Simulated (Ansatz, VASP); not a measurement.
## One calculation of BN, two programs

```xyz
6
Lattice="2.5631 0.0000 0.0000 0.0000 3.6247 0.0000 0.0000 0.0000 18.5631" Properties=species:S:1:pos:R:3 pbc="T T T"
B     0.6408    0.3056    8.1731
B     1.9223    2.2996    9.2815
B     0.6408    0.3056   10.3900
N     1.9223    3.2678    7.9688
N     0.6408    1.4277    9.2816
N     1.9223    3.2678   10.5943
```

Alike in both runs: functional PBE; k mesh 12 × 8 × 1; occupations fermi-dirac, width 0.02 eV; no spin polarisation.

Ansatz relaxed the structure, and its values are those at the end. VASP's run is a single point on that final structure, the one shown.

|  | VASP | Ansatz |
| --- | --- | --- |
| version | VASP 6.6.1 | Ansatz 0.2.0 |
| potentials or method | VASP PAW PBE potentials, release 64 (B, N), cutoff 520 eV | all-electron LAPW, scalar-relativistic |

```csv
,VASP,Ansatz,Ansatz less VASP
rms of the force components (eV/Å),0.010,0.002,-0.0079
```

Ansatz ran all-electron here, and VASP with PAW potentials.
